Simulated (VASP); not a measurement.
# C (a cell with a defect) in VASP: single point with PBEsol

Aim: the single point of C (a cell with a defect) with PBEsol.

All numbers are computed with VASP 6.6.1; they aren't measurements. Logs are shortened: lines on timing, memory, paths and dates and some standing lists are left out, and cuts for length are marked.

## (1) The cell of the first run

The cell holds a defect, 63 atoms: a = 7.140 Å, b = 7.140 Å, c = 7.140 Å, α = 90.00°, β = 90.00°, γ = 90.00°.

## (2) Single point, PBEsol

File INCAR:

```
PREC = Accurate
ENCUT = 520
EDIFF = 1E-6
ISMEAR = 0
SIGMA = 0.05
LREAL = Auto
LASPH = T
NELM = 120
ALGO = Normal
ISIF = 2
LWAVE = F
LCHARG = T
GGA = PS
LELF = T
LVHAR = T
NBANDS = 163
NELECT = 254.0
GGA_COMPAT = F
```

File KPOINTS:

```
regular mesh
0
Gamma
  2 2 2
```

File POSCAR:

```
C
1.0
    7.1400000000      0.0000000000      0.0000000000
    0.0000000000      7.1400000000      0.0000000000
    0.0000000000      0.0000000000      7.1400000000
C
63
Direct
    0.5001133053     -0.0004841737      0.0002326331
    0.6254338936      0.1266004202      0.1236871148
    0.7495991597      0.2482710084     -0.0010578431
    0.8761851541      0.3750144258      0.1248817927
    0.7497530812      0.0045705882      0.2486606443
    0.8756788515      0.1279806723      0.3705128852
   -0.0008752101     -0.0022357143     -0.0029529412
    0.1252238095      0.1241656863      0.1234341737
    0.2502042017      0.2493147059     -0.0000558824
    0.3765796919      0.3757176471      0.1264247899
    0.5020950980      0.5010750700      0.0033525210
    0.6290974790      0.6274481793      0.1295463585
    0.7515784314      0.7506599440     -0.0001606443
    0.8756233894      0.8746380952      0.1247558824
    0.2514358543     -0.0001501401      0.2495990196
    0.3741892157      0.1263477591      0.3756239496
    0.5013308123      0.2520130252      0.2512511204
    0.6270614846      0.3786626050      0.3775078431
    0.7547715686      0.5055455182      0.2559036415
    0.8905338936      0.6244084034      0.3738494398
    0.4999183473      0.0040689076      0.4997309524
    0.6216484594      0.1278217087      0.6259050420
    0.7504085434      0.2517190476      0.5001539216
    0.8744274510      0.3759368347      0.6243588235
    0.7417521008     -0.0061792717      0.7401508403
    0.8729469188      0.1193707283      0.8692259104
    0.0006341737      0.4985945378     -0.0000680672
    0.1281700280      0.6245089636      0.1239288515
    0.2514079832      0.7481680672      0.0012341737
    0.3783322129      0.8751408964      0.1277169468
    0.0014088235      0.2513005602      0.2487438375
    0.1276068627      0.3738579832      0.3759920168
    0.2532151261      0.5007711485      0.2517002801
    0.3795708683      0.6265253501      0.3786029412
    0.5096869748      0.7526551821      0.2593665266
    0.6327439776      0.8915957983      0.3821019608
   -0.0099693277     -0.0080841737      0.4898267507
    0.1183372549      0.1179525210      0.6227280112
    0.2475757703      0.2467113445      0.4998796919
    0.3732670868      0.3727820728      0.6261124650
    0.5034593838      0.5028047619      0.5053338936
    0.6191843137      0.6191404762      0.6390467787
    0.8361655462      0.8522518207      0.5766082633
    0.2473719888     -0.0028799720      0.7485457983
    0.3735542017      0.1237030812      0.8747347339
    0.4986623249      0.2506492997      0.7513633053
    0.6260207283      0.3739172269      0.8779043417
    0.7472722689      0.4998768908      0.7516696078
    0.8759229692      0.6231967787      0.8744584034
    0.0038862745      0.7471546218      0.2484701681
    0.1259522409      0.8740535014      0.3717306723
    0.0028845938      0.5002280112      0.4983803922
    0.1264137255      0.6226843137      0.6262302521
    0.2510815126      0.7502135854      0.5008799720
    0.3757591036      0.8741043417      0.6250298319
   -0.0023343137      0.2466577031      0.7477365546
    0.1243145658      0.3725133053      0.8743030812
    0.2504872549      0.4979665266      0.7509543417
    0.3744749300      0.6247141457      0.8782665266
    0.4993273109      0.7460142857      0.7522117647
    0.6233705882      0.8739941176      0.8738577031
   -0.0025173669      0.7417691877      0.7457467787
    0.1221455182      0.8716974790      0.8716148459
```

Potentials or basis: VASP PAW PBE potentials, release 64 (C).

Launch:

```console
cat potpaw_PBE.64/C/POTCAR > POTCAR
mpirun -np 1 vasp_std > vasp.out
```

OUTCAR:

```text
PREC = Accurate
   ENCUT = 520
   EDIFF = 1E-6
   ISMEAR = 0
   LREAL = Auto
   LASPH = T
   NELM = 120
   ISIF = 2
   GGA = PS
   NELECT = 254.0

 ion  position               nearest neighbor table
   1  0.500  1.000  0.000-  30 1.54  61 1.55   2 1.55  45 1.55
   2  0.625  0.127  0.124-   3 1.53   5 1.53   1 1.55  17 1.55
   3  0.750  0.248  0.999-  47 1.53   2 1.53   4 1.56  26 1.57
   4  0.876  0.375  0.125-  31 1.54  27 1.54   3 1.56  19 1.58
   5  0.750  0.005  0.249-  36 1.50   6 1.53   2 1.53  14 1.57
   6  0.876  0.128  0.371-  37 1.53  31 1.53   5 1.53  23 1.56
[... 11 lines left out ...]
  18  0.627  0.379  0.378-  23 1.54  41 1.55  19 1.55  17 1.56
  19  0.755  0.506  0.256-  20 1.54  12 1.54  18 1.55   4 1.58
  20  0.891  0.624  0.374-  52 1.49  50 1.49  19 1.54
  21  0.500  0.004  0.500-  36 1.50  22 1.53  16 1.53  55 1.56
  22  0.622  0.128  0.626-  25 1.52  46 1.53  21 1.53  23 1.56
  23  0.750  0.252  0.500-  24 1.54  18 1.54  22 1.56   6 1.56
  24  0.874  0.376  0.624-  23 1.54  56 1.55  48 1.56  52 1.56
  25  0.742  0.994  0.740-  22 1.52  61 1.54  26 1.59  43 1.69
  26  0.873  0.119  0.869-  56 1.54   7 1.55   3 1.57  25 1.59
[... 13 lines left out ...]
  40  0.373  0.373  0.626-  46 1.54  58 1.54  39 1.56  41 1.57
  41  0.503  0.503  0.505-  42 1.51  34 1.54  18 1.55  40 1.57
  42  0.619  0.619  0.639-  60 1.49  48 1.49  41 1.51
  43  0.836  0.852  0.577-  37 1.61  25 1.69  62 1.85  36 2.03
  44  0.247  0.997  0.749-  63 1.54  55 1.55  38 1.55  45 1.56
  45  0.374  0.124  0.875-   9 1.54  46 1.55   1 1.55  44 1.56
  46  0.499  0.251  0.751-  22 1.53  40 1.54  45 1.55  47 1.55
  47  0.626  0.374  0.878-   3 1.53  48 1.54  11 1.55  46 1.55
  48  0.747  0.500  0.752-  42 1.49  47 1.54  49 1.55  24 1.56
[... 13 lines left out ...]
  62  0.997  0.742  0.746-  53 1.52  49 1.52  63 1.57  43 1.85
  63  0.122  0.872  0.872-  44 1.54   7 1.54  62 1.57  29 1.58

  LATTYP: Found a simple cubic cell.
 ALAT       =     7.1400000000

  Lattice vectors:

 A1 = (   7.1400000000,   0.0000000000,   0.0000000000)
 A2 = (   0.0000000000,   7.1400000000,   0.0000000000)
 A3 = (   0.0000000000,   0.0000000000,   7.1400000000)

Analysis of symmetry for initial positions (statically):
=====================================================================
 Subroutine PRICEL returns:
 Original cell was already a primitive cell.

 Routine SETGRP: Setting up the symmetry group for a
 simple cubic supercell.

 Subroutine GETGRP returns: Found  1 space group operations
 (whereof  1 operations were pure point group operations)
 out of a pool of 48 trial point group operations.

The static configuration has the point symmetry C_1 .

Analysis of symmetry for dynamics (positions and initial velocities):
=====================================================================
 Subroutine PRICEL returns:
 Original cell was already a primitive cell.

 Routine SETGRP: Setting up the symmetry group for a
 simple cubic supercell.

 Subroutine GETGRP returns: Found  1 space group operations
 (whereof  1 operations were pure point group operations)
 out of a pool of 48 trial point group operations.

The dynamic configuration has the point symmetry C_1 .

 Subroutine INISYM returns: Found  1 space group operations
 (whereof  1 operations are pure point group operations),
 and found     1 'primitive' translations

----------------------------------------------------------------------------------------

                                     Primitive cell

  volume of cell :     363.9943

  direct lattice vectors                    reciprocal lattice vectors
     7.140000000  0.000000000  0.000000000     0.140056022  0.000000000  0.000000000
     0.000000000  7.140000000  0.000000000     0.000000000  0.140056022  0.000000000
     0.000000000  0.000000000  7.140000000     0.000000000  0.000000000  0.140056022

  length of vectors
[... 138 lines left out ...]
 Grid dimensions read from file:
 generate k-points for:    2    2    2

 Generating k-lattice:

  Cartesian coordinates                     Fractional coordinates (reciprocal lattice)
     0.070028011  0.000000000  0.000000000     0.500000000  0.000000000  0.000000000
     0.000000000  0.070028011  0.000000000     0.000000000  0.500000000  0.000000000
     0.000000000  0.000000000  0.070028011     0.000000000  0.000000000  0.500000000

  Length of vectors
     0.070028011  0.070028011  0.070028011

  Shift w.r.t. Gamma in fractional coordinates (k-lattice)
     0.000000000  0.000000000  0.000000000

 Subroutine IBZKPT returns following result:
 ===========================================

 Found      8 irreducible k-points:

 Following reciprocal coordinates:
            Coordinates               Weight
  0.000000  0.000000  0.000000      1.000000
  0.500000  0.000000  0.000000      1.000000
  0.000000  0.500000  0.000000      1.000000
  0.000000  0.000000  0.500000      1.000000
  0.500000  0.500000  0.000000      1.000000
  0.000000  0.500000  0.500000      1.000000
  0.500000  0.000000  0.500000      1.000000
  0.500000  0.500000  0.500000      1.000000
   k-points           NKPTS =      8   k-points in BZ     NKDIM =      8   number of bands    NBANDS=    163
   number of dos      NEDOS =    301   number of ions     NIONS =     63
   total plane-waves  NPLWV = 157464
   dimension x,y,z NGX =    54 NGY =   54 NGZ =   54
   dimension x,y,z NGXF=   108 NGYF=  108 NGZF=  108
   ions per type =              63
   NGX,Y,Z   is equivalent  to a cutoff of  12.57, 12.57, 12.57 a.u.
   NGXF,Y,Z  is equivalent  to a cutoff of  25.15, 25.15, 25.15 a.u.
 SYSTEM =  unknown system
   PREC   = accura    normal or accurate (medium, high low for compatibility)
   ISTART =      0    job   : 0-new  1-cont  2-samecut
   ICHARG =      2    charge: 1-file 2-atom 10-const
   ISPIN  =      1    spin polarized calculation?
   LNONCOLLINEAR =      F non collinear calculations
   LSORBIT =      F    spin-orbit coupling
   LASPH  =      T    aspherical Exc in radial PAW
   ENCUT  =  520.0 eV  38.22 Ry    6.18 a.u.  13.28 13.28 13.28*2*pi/ulx,y,z
   NELM   =    120;   NELMIN=  2; NELMDL= -5     # of ELM steps
   EDIFF  = 0.1E-05   stopping-criterion for ELM
   LREAL  =      T    real-space projection
   EDIFFG = 0.1E-04   stopping-criterion for IOM
   NSW    =      0    number of steps for IOM
   IBRION =     -1    ionic relax: 0-MD 1-quasi-New 2-CG
   NFREE  =      0    steps in history (QN), initial steepest desc. (CG)
   ISIF   =      2    stress and relaxation
   ISYM   =      2    0-nonsym 1-usesym 2-fastsym
   POTIM  = 0.5000    time-step for ionic-motion
   TEBEG  =    0.0;   TEEND  =   0.0 temperature during run
   PSTRESS=    0.0 pullay stress
   NELECT =     254.0000    total number of electrons
   NUPDOWN=      -1.0000    fix difference up-down
   EMIN   =  10.00;   EMAX   =-10.00  energy-range for DOS
   EFERMI =   0.00;   METHOD = LEGACY
   ISMEAR =     0;   SIGMA  =   0.05  broadening in eV -4-tet -1-fermi 0-gaus
   EFERMI_NEDOS =   21; number of points for ismear=-14 and -15
   IALGO  =     38    algorithm
   IMIX   =      4    mixing-type and parameters
     AMIX     =   0.40;   BMIX     =  1.00
     AMIX_MAG =   1.60;   BMIX_MAG =  1.00
  volume/ion in A,a.u.               =       5.78        38.99
  Fermi-wavevector in a.u.,A,eV,Ry     =   1.452071  2.744016 28.688024  2.108510
  Thomas-Fermi vector in A             =   2.569495
   LORBIT       =      0    0 simple, 1 ext, 2 COOP (PROOUT), +10 PAW based schemes
   GGA     = PS    functional components
   LHFCALC =     F    Hartree Fock is set to
   AEXX    =    0.0000 exact exchange contribution
   IVDW    =     0    specifies the selected vdW correction
   LEPSILON=     F    determine dielectric tensor
   LRPA    =     F    only Hartree local field effects (RPA)
 non-spin polarized calculation
 Gauss-broadening in eV      SIGMA  =   0.05
  energy-cutoff  :      520.00
  volume of cell :      363.99
 maximum number of plane-waves:      9808
 NGX is ok and might be reduce to    54
   NGX = 27   NGY = 27   NGZ = 27

 number of electron     253.9999996 magnetization

 Free energy of the ion-electron system (eV)
  ---------------------------------------------------
  ext. energy  EPLUGINS =         0.00000000
  ---------------------------------------------------
  free energy    TOTEN  =      -575.30855848 eV

  energy without entropy =     -575.30855847  energy(sigma->0) =     -575.30855848

 E-fermi :  12.1289     XC(G=0): -13.3866

 val. band max:       11.9453599176   @ k =   0.0000   0.0000   0.0000
 cond. band min:      12.3125133341   @ k =   0.0000   0.0000   0.5000
 fundamental gap:      0.3671534165
 Fermi energy:        12.1289053854

 k-point     1 :       0.0000    0.0000    0.0000
  band No.  band energies     occupation
      1     -12.0488      2.00000
      2      -9.8963      2.00000
      3      -9.8418      2.00000
      4      -9.8284      2.00000
      5      -9.7982      2.00000
      6      -9.6735      2.00000
[... 1125 lines left out ...]
    138      15.2251      0.00000
    139      15.2572      0.00000
 [bands above 139 left out]

------------------------ aborting loop because EDIFF is reached ----------------------------------------

  FORCE on cell =-STRESS in cart. coord.  units (eV):
  Direction    XX          YY          ZZ          XY          YZ          ZX
  --------------------------------------------------------------------------------------
  -------------------------------------------------------------------------------------
  Total       13.3032596     17.2228475     10.1952392     -9.8023802    -11.9710455    -13.9947064
  in kB       58.5563520     75.8090236     44.8759201    -43.1466905    -52.6924059    -61.5998621
  external PRESSURE =      59.7470986 kB  Pullay stress =       0.0000000 kB

 VOLUME and BASIS-vectors are now :
 -----------------------------------------------------------------------------
  energy-cutoff  :      520.00
  volume of cell :      363.99
      direct lattice vectors                 reciprocal lattice vectors
     7.140000000  0.000000000  0.000000000     0.140056022  0.000000000  0.000000000
     0.000000000  7.140000000  0.000000000     0.000000000  0.140056022  0.000000000
     0.000000000  0.000000000  7.140000000     0.000000000  0.000000000  0.140056022

 POSITION                                       TOTAL-FORCE (eV/Angst)
 -----------------------------------------------------------------------------------
      3.57081      7.13654      0.00166         0.016564      0.009790     -0.032433
      4.46560      0.90393      0.88313         0.000719     -0.012471     -0.002606
      5.35214      1.77265      7.13245        -0.001034     -0.055901     -0.035730
      6.25596      2.67760      0.89166        -0.040100     -0.035184     -0.069060
      5.35324      0.03263      1.77544        -0.027193     -0.056236      0.043802
      6.25235      0.91378      2.64546        -0.020227     -0.013364      0.037660
[... 55 lines left out ...]
      7.12203      5.29623      5.32463        -0.339106      0.177399     -0.315501
      0.87212      6.22392      6.22333        -0.055084      0.040639     -0.048334
 -----------------------------------------------------------------------------------
    total drift:                                0.014182      0.066702     -0.021157

  FREE ENERGIE OF THE ION-ELECTRON SYSTEM (eV)
  ---------------------------------------------------
  free  energy   TOTEN  =      -575.3085584831 eV

  energy  without entropy=     -575.3085584732  energy(sigma->0) =     -575.30855848
```

Wall time 9.4 min (1 thread of Oxide Virtual Turin-like, shared host); peak memory 0.53 GiB.

What came out:

| Item | Value |
| --- | --- |
| Free energy | -575.3086 eV |
| Largest force | 1.939 eV/Å |

Forces on the atoms (eV/Å):
```
C    0.017  0.010 -0.032
C    0.001 -0.012 -0.003
C   -0.001 -0.056 -0.036
C   -0.040 -0.035 -0.069
C   -0.027 -0.056  0.044
C   -0.020 -0.013  0.038
C   -0.016  0.000  0.010
C   -0.019 -0.017 -0.003
C    0.006  0.003  0.001
C   -0.003  0.000 -0.012
C   -0.001 -0.005 -0.006
C   -0.012 -0.008 -0.003
C   -0.026 -0.021  0.007
C   -0.022 -0.021  0.044
C   -0.023 -0.003 -0.006
C   -0.016  0.008 -0.013
C    0.005 -0.004  0.003
C   -0.012 -0.012 -0.026
C    0.018 -0.060 -0.038
C    0.057 -0.310 -0.196
C   -0.030 -0.021 -0.044
C    0.005 -0.020 -0.077
C   -0.005 -0.007 -0.013
C    0.002 -0.003 -0.013
C    0.178 -0.169 -0.170
C    0.011  0.006 -0.003
C    0.002  0.040 -0.037
C   -0.014  0.010 -0.018
C   -0.070 -0.013 -0.065
C   -0.050 -0.025 -0.059
C   -0.002 -0.021 -0.014
C    0.023 -0.036 -0.012
C   -0.006  0.001 -0.008
C   -0.004 -0.015 -0.023
C   -0.029  0.017 -0.016
C   -0.252  0.051 -0.177
C    0.105  0.117  0.179
C    0.085  0.083 -0.032
C    0.026  0.007 -0.005
C   -0.004  0.005 -0.050
C    0.005 -0.003  0.000
C   -0.095 -0.131  0.047
C    0.950  0.806  1.486
C    0.016  0.014 -0.020
C    0.010 -0.005 -0.003
C    0.016 -0.026  0.006
C   -0.010 -0.035  0.006
C   -0.038 -0.044 -0.015
C   -0.092 -0.021 -0.008
C   -0.058 -0.040  0.042
C   -0.022 -0.021  0.040
C   -0.016 -0.069 -0.071
C   -0.044 -0.011 -0.116
C   -0.007 -0.007 -0.021
C    0.013 -0.002 -0.016
C    0.015  0.032  0.000
C   -0.002  0.014 -0.002
C   -0.039  0.029  0.004
C   -0.027 -0.008 -0.012
C   -0.007 -0.031 -0.028
C   -0.008 -0.057 -0.001
C   -0.339  0.177 -0.316
C   -0.055  0.041 -0.048
```

Caveat: the k points lie up to 0.44 Å⁻¹ apart; the cell carries a net charge on a neutralising background, which shifts energy and pressure; the cell is charged against a uniform background, so pressure and absolute levels hang on convention; the PAW data sets were made with another functional, which shifts forces and pressure a little.
